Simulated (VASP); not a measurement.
Here is a VASP 6.6.1 calculation.

INCAR

```
SYSTEM = HfB2
PREC = Accurate
ENCUT = 520
EDIFF = 1E-8
ISMEAR = -1
SIGMA = 0.05
LREAL = .FALSE.
LASPH = .TRUE.
NELM = 100
ALGO = Normal
ISIF = 2
LWAVE = .FALSE.
LCHARG = .FALSE.
GGA = PS
LEFG = .TRUE.
NBANDS = 15
```

Contents of KPOINTS:

```
Automatic mesh
0
G
  13 13 11
  0 0 0
```

Contents of POSCAR:

```
HfB2
1.0
    3.2342001035      0.0000000000      0.0000000000
   -1.6171000518      2.8008994505      0.0000000000
    0.0000000000      0.0000000000      3.4800000000
Hf B
1 2
Direct
    0.0000000000      0.0000000000      0.0000000000
    0.3333333333      0.6666666667      0.5000000000
    0.6666666667      0.3333333333      0.5000000000
```

Potentials or basis: VASP PAW PBE potentials, release 64 (Hf_pv, B).

Launch:

```bash
$ cat potpaw_PBE.64/Hf_pv/POTCAR potpaw_PBE.64/B/POTCAR > POTCAR
$ mpirun -np 1 vasp_std > vasp.out
```

Estimate the pressure.

-18.0 GPa.

Estimate the band gap on the k mesh.

zero (band 8 reaches 7.76 eV, above the bottom of band 9 at 6.75 eV).

Stress tensor (GPa, compression positive):
```
-21.25   0.00   0.00
  0.00 -21.25   0.00
  0.00   0.00 -11.49
```

Caveat: the cell differs from its parent crystal (equal xx and yy strain of +3 %); without QUAD_EFG the Cq values of the log hold for a quadrupole moment of 1 mb, not for the nuclei; the PAW data sets were made with another functional, which shifts forces and pressure a little; spin-orbit coupling is left out, which moves the levels of the heavy elements.
